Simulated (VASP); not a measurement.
# Nb (Fm-3m) in VASP: notebook

The runs below take Nb through single point, with LDA.

Everything below comes from runs of VASP 6.6.1. Logs are shortened: lines on timing, memory, paths and dates and some standing lists are left out, and cuts for length are marked.

## (1) The cell of the first run

Symmetry: Fm-3m, No. 225, cubic system. Conventional cell: a = 3.491 Å, b = 3.491 Å, c = 3.491 Å, α = 90.00°, β = 90.00°, γ = 90.00°. Within 3.3 Å of Nb (site symmetry m-3m) lie 12 Nb at 2.47 Å.

## (2) Single point, LDA (volume scaled by 0.6)

The input, INCAR:

```
SYSTEM = Nb
ALGO = Normal ; EDIFF = 1E-6
ENCUT = 520 ; ISIF = 2
ISMEAR = -1 ; LASPH = .True.
LCHARG = .False. ; LREAL = .False.
LWAVE = .False. ; NBANDS = 12
NELM = 80 ; PREC = Accurate
SIGMA = 0.05
```

The input, KPOINTS:

```
k-points
0
Gamma
  18 18 18
  0 0 0
```

The input, POSCAR:

```
Nb
1.0
    0.0000000000      1.7457482590      1.7457482590
    1.7457482590      0.0000000000      1.7457482590
    1.7457482590      1.7457482590      0.0000000000
Nb
1
Direct
    0.0000000000      0.0000000000      0.0000000000
```

Potentials or basis: VASP PAW LDA potentials, release 64 (Nb_sv).

Started as:

```sh
$ cat potpaw_LDA.64/Nb_sv/POTCAR > POTCAR
$ mpirun -np 1 vasp_std > vasp.out
```

OUTCAR:

```text
SYSTEM = Nb
   EDIFF = 1E-6
   ENCUT = 520
   ISIF = 2
   ISMEAR = -1
   LASPH = .True.
   LREAL = .False.
   NELM = 80
   PREC = Accurate

 ion  position               nearest neighbor table
   1  0.000  0.000  0.000-

  LATTYP: Found a face centered cubic cell.
 ALAT       =     3.4914965180

  Lattice vectors:

 A1 = (   0.0000000000,   1.7457482590,   1.7457482590)
 A2 = (   1.7457482590,   0.0000000000,   1.7457482590)
 A3 = (   1.7457482590,   1.7457482590,   0.0000000000)

Analysis of symmetry for initial positions (statically):
=====================================================================
 Subroutine PRICEL returns:
 Original cell was already a primitive cell.

 Routine SETGRP: Setting up the symmetry group for a
 face centered cubic supercell.

 Subroutine GETGRP returns: Found 48 space group operations
[... 9 lines left out ...]

 Routine SETGRP: Setting up the symmetry group for a
 face centered cubic supercell.

 Subroutine GETGRP returns: Found 48 space group operations
[... 11 lines left out ...]
                                     Primitive cell

  volume of cell :      10.6408

  direct lattice vectors                    reciprocal lattice vectors
     0.000000000  1.745748259  1.745748259    -0.286410138  0.286410138  0.286410138
     1.745748259  0.000000000  1.745748259     0.286410138 -0.286410138  0.286410138
     1.745748259  1.745748259  0.000000000     0.286410138  0.286410138 -0.286410138

  length of vectors
     2.468860864  2.468860864  2.468860864     0.496076911  0.496076911  0.496076911

  position of ions in fractional coordinates (direct lattice)
     0.000000000  0.000000000  0.000000000

  ion indices of the primitive-cell ions
   primitive index   ion index
                 1           1

----------------------------------------------------------------------------------------

 KPOINTS: k-points

Automatic generation of k-mesh.
 Grid dimensions read from file:
 generate k-points for:   18   18   18

 Generating k-lattice:

  Cartesian coordinates                     Fractional coordinates (reciprocal lattice)
    -0.015911674  0.015911674  0.015911674     0.055555556  0.000000000  0.000000000
     0.015911674 -0.015911674  0.015911674     0.000000000  0.055555556  0.000000000
     0.015911674  0.015911674 -0.015911674     0.000000000  0.000000000  0.055555556

  Length of vectors
     0.027559828  0.027559828  0.027559828

  Shift w.r.t. Gamma in fractional coordinates (k-lattice)
     0.000000000  0.000000000  0.000000000
[... 45 lines left out ...]
   ISPIN  =      1    spin polarized calculation?
   LNONCOLLINEAR =      F non collinear calculations
   LSORBIT =      F    spin-orbit coupling
   LASPH  =      T    aspherical Exc in radial PAW
   ENCUT  =  520.0 eV  38.22 Ry    6.18 a.u.   4.59  4.59  4.59*2*pi/ulx,y,z
   NELM   =     80;   NELMIN=  2; NELMDL= -5     # of ELM steps
   EDIFF  = 0.1E-05   stopping-criterion for ELM
   LREAL  =      F    real-space projection
   EDIFFG = 0.1E-04   stopping-criterion for IOM
   NSW    =      0    number of steps for IOM
   IBRION =     -1    ionic relax: 0-MD 1-quasi-New 2-CG
   NFREE  =      0    steps in history (QN), initial steepest desc. (CG)
   ISIF   =      2    stress and relaxation
   ISYM   =      2    0-nonsym 1-usesym 2-fastsym
   POTIM  = 0.5000    time-step for ionic-motion
   TEBEG  =    0.0;   TEEND  =   0.0 temperature during run
   PSTRESS=    0.0 pullay stress
   NELECT =      13.0000    total number of electrons
   NUPDOWN=      -1.0000    fix difference up-down
   EMIN   =  10.00;   EMAX   =-10.00  energy-range for DOS
[... 5 lines left out ...]
     AMIX     =   0.40;   BMIX     =  1.00
     AMIX_MAG =   1.60;   BMIX_MAG =  1.00
  volume/ion in A,a.u.               =      10.64        71.81
  Fermi-wavevector in a.u.,A,eV,Ry     =   1.750106  3.307221 41.672886  3.062871
  Thomas-Fermi vector in A             =   2.820889
   LORBIT       =      0    0 simple, 1 ext, 2 COOP (PROOUT), +10 PAW based schemes
   GGA     = CA    functional components
   LHFCALC =     F    Hartree Fock is set to
   AEXX    =    0.0000 exact exchange contribution
   IVDW    =     0    specifies the selected vdW correction
   LEPSILON=     F    determine dielectric tensor
   LRPA    =     F    only Hartree local field effects (RPA)
 non-spin polarized calculation
  energy-cutoff  :      520.00
  volume of cell :       10.64
 maximum number of plane-waves:       302
   NGX =  9   NGY =  9   NGZ =  9

 number of electron      13.0000001 magnetization

 Free energy of the ion-electron system (eV)
  ---------------------------------------------------
  ext. energy  EPLUGINS =         0.00000000
  ---------------------------------------------------
  free energy    TOTEN  =        -7.53438667 eV

  energy without entropy =       -7.52371084  energy(sigma->0) =       -7.52904875

 E-fermi :  20.8161     XC(G=0): -15.6630

 val. band max:       20.8151142865   @ k =  -0.1667   0.1111   0.0000
 cond. band min:      20.8215491739   @ k =   0.2778   0.0556   0.0000
 fundamental gap:      0.0064348875
 Fermi energy:        20.8160605012

 k-point     1 :       0.0000    0.0000    0.0000
  band No.  band energies     occupation
      1     -34.6722      2.00000
      2      -7.2881      2.00000
      3      -7.2881      2.00000
      4      -7.2881      2.00000
      5      14.9321      2.00000
      6      19.8980      2.00000
      7      19.8980      2.00000
      8      19.8980      2.00000
      9      25.3310      0.00000
     10      25.3310      0.00000
     11      32.4914      0.00000
     12      40.2478      0.00000
[... 331 lines left out ...]
 k-point    24 :      -0.2222    0.0556    0.0000
  band No.  band energies     occupation
      1     -33.9536      2.00000
      2     -10.2801      2.00000
      3      -7.8689      2.00000
      4      -7.5624      2.00000
      5      16.1817      2.00000
      6      20.1644      2.00000
      7      20.7055      1.80256
      8      20.8501      0.67218
      9      24.1233      0.00000
     10      26.1845      0.00000
     11      34.6929      0.00000
     12      40.8428      0.00000

 [... further k-points ...]
[... 5 lines left out ...]
  --------------------------------------------------------------------------------------
  -------------------------------------------------------------------------------------
  Total       14.8035109     14.8035109     14.8035109      0.0000000      0.0000000      0.0000000
  in kB     2228.9506984   2228.9506984   2228.9506984      0.0000000      0.0000000      0.0000000
  external PRESSURE =    2228.9506984 kB  Pullay stress =       0.0000000 kB

 VOLUME and BASIS-vectors are now :
 -----------------------------------------------------------------------------
  energy-cutoff  :      520.00
  volume of cell :       10.64
      direct lattice vectors                 reciprocal lattice vectors
     0.000000000  1.745748259  1.745748259    -0.286410138  0.286410138  0.286410138
     1.745748259  0.000000000  1.745748259     0.286410138 -0.286410138  0.286410138
     1.745748259  1.745748259  0.000000000     0.286410138  0.286410138 -0.286410138

 POSITION                                       TOTAL-FORCE (eV/Angst)
 -----------------------------------------------------------------------------------
      0.00000      0.00000      0.00000        -0.000000      0.000000      0.000000
 -----------------------------------------------------------------------------------
    total drift:                                0.000000     -0.000000      0.000000

  FREE ENERGIE OF THE ION-ELECTRON SYSTEM (eV)
  ---------------------------------------------------
  free  energy   TOTEN  =        -7.5343866652 eV

  energy  without entropy=       -7.5237108418  energy(sigma->0) =       -7.52904875
```

OSZICAR:

```text
N       E                     dE             d eps       ncg     rms          rms(c)
DAV:   1     0.134822240339E+03    0.13482E+03   -0.75073E+03  4724   0.117E+03
DAV:   2    -0.265860221888E+01   -0.13748E+03   -0.13143E+03  4864   0.444E+02
DAV:   3    -0.739049149869E+01   -0.47319E+01   -0.44721E+01  7040   0.770E+01
DAV:   4    -0.754942569613E+01   -0.15893E+00   -0.15759E+00  6496   0.115E+01
DAV:   5    -0.755652188006E+01   -0.70962E-02   -0.70920E-02  6908   0.197E+00    0.171E+01
DAV:   6    -0.748266959328E+01    0.73852E-01   -0.26579E-01  7400   0.716E+00    0.799E+00
DAV:   7    -0.751959138346E+01   -0.36922E-01   -0.14551E-01  7704   0.505E+00    0.143E+00
DAV:   8    -0.753432133142E+01   -0.14730E-01   -0.31161E-02  5312   0.229E+00    0.318E-01
DAV:   9    -0.753434080499E+01   -0.19474E-04   -0.24257E-03  6156   0.492E-01    0.117E-01
DAV:  10    -0.753437913425E+01   -0.38329E-04   -0.26781E-04  5872   0.249E-01    0.424E-02
DAV:  11    -0.753438666842E+01   -0.75342E-05   -0.25455E-05  5832   0.627E-02    0.340E-03
DAV:  12    -0.753438666522E+01    0.32028E-08   -0.40867E-07  4180   0.996E-03
   1 F= -.75343867E+01 E0= -.75290488E+01  d E =-.106758E-01
```

It took 41 s on 1 thread of AMD EPYC 7R13, shared host; peak memory 0.1 GiB.

Results:

* Free energy: -7.5344 eV
* Pressure: 222.9 GPa

## (3) Single point, LDA (volume scaled by 0.68)

The input, INCAR:

```
SYSTEM = Nb
PREC     = Accurate       ! precision mode
ENCUT    = 520            ! plane-wave cutoff, eV
EDIFF    = 1E-6           ! SCF threshold, eV
ISMEAR   = -1             ! smearing method
SIGMA    = 0.05           ! smearing width, eV
LREAL    = .False.        ! projectors in reciprocal space
LASPH    = .True.         ! aspherical terms in the spheres
NELM     = 100            ! most SCF steps
ALGO     = Normal         ! electronic algorithm
ISIF     = 2              ! what is computed and relaxed
LWAVE    = .False.        ! write WAVECAR
LCHARG   = .False.        ! write CHGCAR
GGA      = CA             ! functional
NBANDS   = 12             ! bands
```

The input, KPOINTS:

```
Automatic mesh
0
Gamma
  18 18 18
  0 0 0
```

The input, POSCAR:

```
Nb
1.0
    0.0000000000      1.8201234221      1.8201234221
    1.8201234221      0.0000000000      1.8201234221
    1.8201234221      1.8201234221      0.0000000000
Nb
1
Direct
    0.0000000000      0.0000000000      0.0000000000
```

Potentials or basis: VASP PAW LDA potentials, release 64 (Nb_sv).

Started as:

```sh
$ cat potpaw_LDA.64/Nb_sv/POTCAR > POTCAR
$ mpirun -np 1 vasp_std > vasp.out
```

OUTCAR:

```text
SYSTEM = Nb
   PREC = Accurate
   ENCUT = 520
   EDIFF = 1E-6
   ISMEAR = -1
   LREAL = .False.
   LASPH = .True.
   NELM = 100
   ISIF = 2
   GGA = CA

 ion  position               nearest neighbor table
   1  0.000  0.000  0.000-

  LATTYP: Found a face centered cubic cell.
 ALAT       =     3.6402468442

  Lattice vectors:

 A1 = (   0.0000000000,   1.8201234221,   1.8201234221)
 A2 = (   1.8201234221,   0.0000000000,   1.8201234221)
 A3 = (   1.8201234221,   1.8201234221,   0.0000000000)

Analysis of symmetry for initial positions (statically):
=====================================================================
 Subroutine PRICEL returns:
 Original cell was already a primitive cell.

 Routine SETGRP: Setting up the symmetry group for a
 face centered cubic supercell.

 Subroutine GETGRP returns: Found 48 space group operations
[... 9 lines left out ...]

 Routine SETGRP: Setting up the symmetry group for a
 face centered cubic supercell.

 Subroutine GETGRP returns: Found 48 space group operations
[... 11 lines left out ...]
                                     Primitive cell

  volume of cell :      12.0596

  direct lattice vectors                    reciprocal lattice vectors
     0.000000000  1.820123422  1.820123422    -0.274706646  0.274706646  0.274706646
     1.820123422  0.000000000  1.820123422     0.274706646 -0.274706646  0.274706646
     1.820123422  1.820123422  0.000000000     0.274706646  0.274706646 -0.274706646

  length of vectors
     2.574043229  2.574043229  2.574043229     0.475805867  0.475805867  0.475805867

  position of ions in fractional coordinates (direct lattice)
     0.000000000  0.000000000  0.000000000

  ion indices of the primitive-cell ions
   primitive index   ion index
                 1           1

----------------------------------------------------------------------------------------

 KPOINTS: Automatic mesh
[... 80 lines left out ...]
   NUPDOWN=      -1.0000    fix difference up-down
   EMIN   =  10.00;   EMAX   =-10.00  energy-range for DOS
[... 5 lines left out ...]
     AMIX     =   0.40;   BMIX     =  1.00
     AMIX_MAG =   1.60;   BMIX_MAG =  1.00
  volume/ion in A,a.u.               =      12.06        81.38
  Fermi-wavevector in a.u.,A,eV,Ry     =   1.678592  3.172079 38.336736  2.817671
  Thomas-Fermi vector in A             =   2.762654
   LORBIT       =      0    0 simple, 1 ext, 2 COOP (PROOUT), +10 PAW based schemes
   GGA     = CA    functional components
   LHFCALC =     F    Hartree Fock is set to
   AEXX    =    0.0000 exact exchange contribution
   IVDW    =     0    specifies the selected vdW correction
   LEPSILON=     F    determine dielectric tensor
   LRPA    =     F    only Hartree local field effects (RPA)
 non-spin polarized calculation
  energy-cutoff  :      520.00
  volume of cell :       12.06
 maximum number of plane-waves:       332
   NGX =  9   NGY =  9   NGZ =  9

 number of electron      13.0000001 magnetization

 Free energy of the ion-electron system (eV)
  ---------------------------------------------------
  ext. energy  EPLUGINS =         0.00000000
  ---------------------------------------------------
  free energy    TOTEN  =        -9.09038941 eV

  energy without entropy =       -9.07947558  energy(sigma->0) =       -9.08493249

 E-fermi :  18.2563     XC(G=0): -14.9142

 val. band max:       18.2439230267   @ k =  -0.1111   0.0556   0.0000
 cond. band min:      18.2752128762   @ k =  -0.2222   0.0556   0.0000
 fundamental gap:      0.0312898495
 Fermi energy:        18.2562986492

 k-point     1 :       0.0000    0.0000    0.0000
  band No.  band energies     occupation
      1     -36.6537      2.00000
      2     -10.3664      2.00000
      3     -10.3664      2.00000
      4     -10.3664      2.00000
      5      11.8070      2.00000
      6      17.6304      1.99999
      7      17.6304      1.99999
      8      17.6304      1.99999
      9      22.2889      0.00000
     10      22.2889      0.00000
     11      30.0783      0.00000
     12      37.0540      0.00000
[... 331 lines left out ...]
 k-point    24 :      -0.2222    0.0556    0.0000
  band No.  band energies     occupation
      1     -36.1643      2.00000
      2     -12.5560      2.00000
      3     -10.7830      2.00000
      4     -10.5693      2.00000
      5      13.6580      2.00000
      6      17.2534      2.00000
      7      18.2752      0.81308
      8      18.3543      0.24678
      9      21.3285      0.00000
     10      23.0207      0.00000
     11      31.9347      0.00000
     12      37.2191      0.00000

 [... further k-points ...]
[... 5 lines left out ...]
  --------------------------------------------------------------------------------------
  -------------------------------------------------------------------------------------
  Total       10.1386146     10.1386146     10.1386146      0.0000000      0.0000000      0.0000000
  in kB     1346.9661629   1346.9661629   1346.9661629      0.0000000      0.0000000      0.0000000
  external PRESSURE =    1346.9661629 kB  Pullay stress =       0.0000000 kB

 VOLUME and BASIS-vectors are now :
 -----------------------------------------------------------------------------
  energy-cutoff  :      520.00
  volume of cell :       12.06
      direct lattice vectors                 reciprocal lattice vectors
     0.000000000  1.820123422  1.820123422    -0.274706646  0.274706646  0.274706646
     1.820123422  0.000000000  1.820123422     0.274706646 -0.274706646  0.274706646
     1.820123422  1.820123422  0.000000000     0.274706646  0.274706646 -0.274706646

 POSITION                                       TOTAL-FORCE (eV/Angst)
 -----------------------------------------------------------------------------------
      0.00000      0.00000      0.00000         0.000000      0.000000      0.000000
 -----------------------------------------------------------------------------------
    total drift:                               -0.000000     -0.000000     -0.000000

  FREE ENERGIE OF THE ION-ELECTRON SYSTEM (eV)
  ---------------------------------------------------
  free  energy   TOTEN  =        -9.0903894052 eV

  energy  without entropy=       -9.0794755764  energy(sigma->0) =       -9.08493249
```

OSZICAR:

```text
N       E                     dE             d eps       ncg     rms          rms(c)
DAV:   1     0.129936174063E+03    0.12994E+03   -0.74409E+03  4724   0.115E+03
DAV:   2    -0.412688743004E+01   -0.13406E+03   -0.12845E+03  4940   0.432E+02
DAV:   3    -0.900339872880E+01   -0.48765E+01   -0.46169E+01  7100   0.763E+01
DAV:   4    -0.918078950482E+01   -0.17739E+00   -0.17627E+00  6412   0.120E+01
DAV:   5    -0.918953450330E+01   -0.87450E-02   -0.87418E-02  7088   0.221E+00    0.135E+01
DAV:   6    -0.906416522694E+01    0.12537E+00   -0.30583E-01  7376   0.778E+00    0.597E+00
DAV:   7    -0.907885398154E+01   -0.14689E-01   -0.13600E-01  7716   0.508E+00    0.118E+00
DAV:   8    -0.909031659484E+01   -0.11463E-01   -0.22620E-02  5456   0.198E+00    0.184E-01
DAV:   9    -0.909040512918E+01   -0.88534E-04   -0.17903E-03  6264   0.371E-01    0.992E-02
DAV:  10    -0.909038510240E+01    0.20027E-04   -0.14070E-04  6220   0.175E-01    0.500E-02
DAV:  11    -0.909038947017E+01   -0.43678E-05   -0.25326E-05  6440   0.672E-02    0.113E-02
DAV:  12    -0.909038940522E+01    0.64946E-07   -0.12786E-06  4724   0.146E-02
   1 F= -.90903894E+01 E0= -.90849325E+01  d E =-.109138E-01
```

stdout:

```text
POSCAR found type information on POSCAR Nb
 POSCAR found :  1 types and       1 ions
 scaLAPACK will be used
 LDA part: xc-table for (Slater(with rela. corr.)+CA(PZ))
 , standard interpolation
 POSCAR, INCAR and KPOINTS ok, starting setup
 FFT: planning ... GRIDC
 FFT: planning ... GRID_SOFT
 FFT: planning ... GRID
 WAVECAR not read
 entering main loop
```

Run time: 52 s. Hardware: 1 thread of AMD EPYC 7R13, shared host; peak memory 0.11 GiB.

What came out:

```
Free energy : -9.0904 eV
Pressure    : 134.7 GPa
```

## (4) Single point, LDA (volume scaled by 0.76)

The input, INCAR:

```
SYSTEM = Nb
PREC = Accurate ; ENCUT = 520
EDIFF = 1E-6 ; ISMEAR = -1
SIGMA = 0.05 ; LREAL = .FALSE.
LASPH = .TRUE. ; NELM = 60
ALGO = Normal ; ISIF = 2
LWAVE = .FALSE. ; LCHARG = .FALSE.
NBANDS = 12
```

The input, KPOINTS:

```
Automatic mesh
0
G
  18 18 18
  0 0 0
```

The input, POSCAR:

```
Nb
1.0
    0.0000000000      1.8888714321      1.8888714321
    1.8888714321      0.0000000000      1.8888714321
    1.8888714321      1.8888714321      0.0000000000
Nb
1
Direct
    0.0000000000      0.0000000000      0.0000000000
```

Started as:

```sh
$ cat potpaw_LDA.64/Nb_sv/POTCAR > POTCAR
$ mpirun -np 1 vasp_std > vasp.out
```

Run time: 51 s. Hardware: 1 thread of AMD EPYC 7R13, shared host; peak memory 0.11 GiB.

The run converged. Its results:

| Item | Value |
| --- | --- |
| Free energy | -10.0262 eV |
| Pressure | 79.9 GPa |

Levels at points of the mesh, in eV from the Fermi level:
| k point | band 2 | band 3 | band 4 | band 5 | band 6 | band 7 | band 8 | band 9 | band 10 | band 11 |
| --- | --- | --- | --- | --- | --- | --- | --- | --- | --- | --- |
| (0.00, 0.00, 0.00) | -28.99 | -28.99 | -28.99 | -6.61 | -0.36 | -0.36 | -0.36 | 3.68 | 3.68 | 11.94 |
| (0.50, 0.00, 0.00) | -32.22 | -29.39 | -29.39 | -5.29 | -0.71 | -0.71 | 3.29 | 6.85 | 6.85 | 11.97 |
| (0.50, 0.50, 0.00) | -31.97 | -30.12 | -30.12 | -6.30 | -5.42 | 6.44 | 6.84 | 7.80 | 7.80 | 14.25 |

(Continued in part 2 of 2.)
